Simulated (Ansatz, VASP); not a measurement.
## GaN: VASP beside Ansatz

File INCAR:

```
PREC = Accurate ; ENCUT = 520
EDIFF = 1E-6 ; ISMEAR = 0
SIGMA = 0.01 ; LREAL = False
LASPH = True ; NELM = 100
ALGO = Normal ; ISIF = 2
LWAVE = False ; LCHARG = False
GGA = PS ; NBANDS = 26
```

KPOINTS

```
Automatic mesh
0
Gamma
  12 12 4
```

Contents of POSCAR:

```
GaN
1.0
    3.2626341063      0.0000000000      0.0000000000
   -1.6313170531      2.8255242409      0.0000000000
    0.0000000000      0.0000000000      5.3002414443
Ga N
2 2
Direct
    0.3333333333      0.6666666667      0.0000000000
    0.6666666667      0.3333333333      0.5000000000
    0.3333333333      0.6666666667      0.3750000000
    0.6666666667      0.3333333333      0.8750000000
```

Input for Ansatz:

```yaml
crystal:
  lattice:
    - [3.2626341062591377, 0.0, 0.0]
    - [-1.6313170531295689, 2.8255242408514216, 0.0]
    - [0.0, 0.0, 5.30024144431909]
  atoms:
    - { symbol: Ga, position: [0.3333333333333333, 0.6666666666666666, 0.0] }
    - { symbol: Ga, position: [0.6666666666666666, 0.3333333333333333, 0.5] }
    - { symbol: "N", position: [0.3333333333333333, 0.6666666666666666, 0.375] }
    - { symbol: "N", position: [0.6666666666666666, 0.3333333333333333, 0.875] }
basis:
  ecutwfc: 500.0
kpoints:
  mp_grid:
    grid: [12, 12, 4]
hamiltonian:
  xc: pbesol
  pseudopotentials:
    kind: paw
scf:
  occupations:
    method: fixed
output:
  stress: true
```

Alike in both runs: task single point; functional PBEsol; k mesh 12 × 12 × 4; no spin polarisation.

```csv
,VASP,Ansatz
version,VASP 6.6.1,Ansatz 0.2.0
potentials or method,"VASP PAW PBE potentials, release 64 (Ga_d, N), cutoff 520 eV","plane waves, PAW"
occupations,"gaussian, width 0.01 eV",fixed
valence electrons in the cell,36,36
```

|  | VASP | Ansatz | Ansatz less VASP |
| --- | --- | --- | --- |
| pressure (GPa) | -11.7 | -11.5 | +0.12 |
| traceless stress, the component that is largest in VASP (GPa) | 0.99 | 0.98 | -0.010 |

VASP's potentials were made for PBE, not for PBEsol.
